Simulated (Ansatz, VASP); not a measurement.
Te in VASP and in Ansatz

Contents of INCAR:

```
SYSTEM = Te
PREC = Accurate ; ENCUT = 600
EDIFF = 1E-6 ; ISMEAR = 0
SIGMA = 0.01 ; LREAL = .FALSE.
LASPH = .TRUE. ; NELM = 100
ALGO = Normal ; ISIF = 3
LWAVE = .FALSE. ; LCHARG = .FALSE.
GGA = PE ; IBRION = 2
NSW = 100 ; EDIFFG = -0.01
```

The input KPOINTS:

```
Automatic mesh
0
G
  9 9 6
  0 0 0
```

The input POSCAR:

```
Te
1.0
    4.5512958873      0.0000000000      0.0000000000
   -2.2756479437      3.9415378586      0.0000000000
    0.0000000000      0.0000000000      5.9316507779
Te
3
Direct
    0.7330921932      0.0000000000      0.3333333333
    0.0000000000      0.7330921932      0.6666666667
    0.2669078068      0.2669078068      0.0000000000
```

Input for Ansatz:

```yaml
crystal:
  lattice:
    - [4.5512958873, 0.0, 0.0]
    - [-2.2756479437, 3.9415378586, 0.0]
    - [0.0, 0.0, 5.9316507779]
  atoms:
    - { symbol: Te, position: [0.7330921932, 0.0, 0.3333333333] }
    - { symbol: Te, position: [0.0, 0.7330921932, 0.6666666667] }
    - { symbol: Te, position: [0.2669078068, 0.2669078068, 0.0] }
basis:
  ecutwfc: 420
kpoints:
  mp_grid: { grid: [9, 9, 6] }
hamiltonian:
  xc: pbe
scf:
  occupations: { method: gaussian, width: 0.01 }
output:
  forces: true
  stress: true
  eigenvalues: true
relax:
  adjacent_minimum: "off"
  f_tol: 0.01
  max_steps: 80
  cell: { stress_tol: 0.05 }
```

Alike in both runs: task relaxation of cell and atoms; functional PBE; k mesh 9 × 9 × 6; occupations gaussian, width 0.01 eV; no spin polarisation.

|  | VASP | Ansatz |
| --- | --- | --- |
| version | VASP 6.6.1 | Ansatz 0.2.0 |
| potentials or method | VASP PAW PBE potentials, release 64 (Te), cutoff 600 eV | scalar-relativistic, plane waves, PAW |
| valence electrons in the cell | 18 | 48 |

```csv
,VASP,Ansatz,Ansatz less VASP
"gap on the k mesh at the Fermi level, each at its own relaxed structure (eV)",0.21,0.24,+0.027
relaxed volume (Å³/atom),35.10,35.19,+0.090
relaxed cell length with the largest relative difference (Å),4.518,4.525,+0.0065
```

VASP's potentials hold 18 valence electrons a cell and Ansatz's 48, so a difference there can come from the potentials and not from the codes.

Spin-orbit coupling is off throughout.
